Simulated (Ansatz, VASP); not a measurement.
## One calculation of SiO2, two programs

```xyz
18
Lattice="-4.5430 4.5430 4.5430 4.5430 -4.5430 4.5430 4.5430 4.5430 -4.5430" Properties=species:S:1:pos:R:3 pbc="T T T"
Si    2.2715    4.5430    0.0000
Si    2.2715    0.0000    4.5430
Si    4.5430    0.0000    2.2715
Si    0.0000    4.5430    2.2715
Si    4.5430    2.2715    0.0000
Si    0.0000    2.2715    4.5430
O     1.3200    4.5430   -1.3200
O     1.3200    1.3200    4.5430
O     1.3200   -1.3200    4.5430
O     3.2230    0.0000    3.2230
O     1.3200    4.5430    1.3200
O     4.5430    1.3200   -1.3200
O     0.0000    3.2230    3.2230
O    -1.3200    1.3200    4.5430
O     4.5430   -1.3200    1.3200
O     4.5430    1.3200    1.3200
O     3.2230    3.2230    0.0000
O    -1.3200    4.5430    1.3200
```

Alike in both runs: functional LDA; k mesh 4 × 4 × 4; occupations gaussian, width 0.02 eV; no spin polarisation.

Ansatz relaxed the structure, and its values are those at the end. VASP's run is a single point on that final structure, the one shown.

|  | VASP | Ansatz |
| --- | --- | --- |
| version | VASP 6.6.1 | Ansatz 0.2.0 |
| potentials or method | VASP PAW LDA potentials, release 64 (Si, O), cutoff 520 eV | scalar-relativistic, plane waves, PAW |
| valence electrons in the cell | 96 | 96 |

```csv
,VASP,Ansatz,Ansatz less VASP
gap on the k mesh at the Fermi level (eV),5.38,5.37,0.000
least direct gap on the mesh (eV),5.38,5.37,0.000
pressure (GPa),-5.6,-6.0,-0.33
```

LDA's correlation is that of Perdew and Zunger in VASP and of Perdew and Wang (1992) in Ansatz. Ansatz's warnings: stress scf threshold loose.
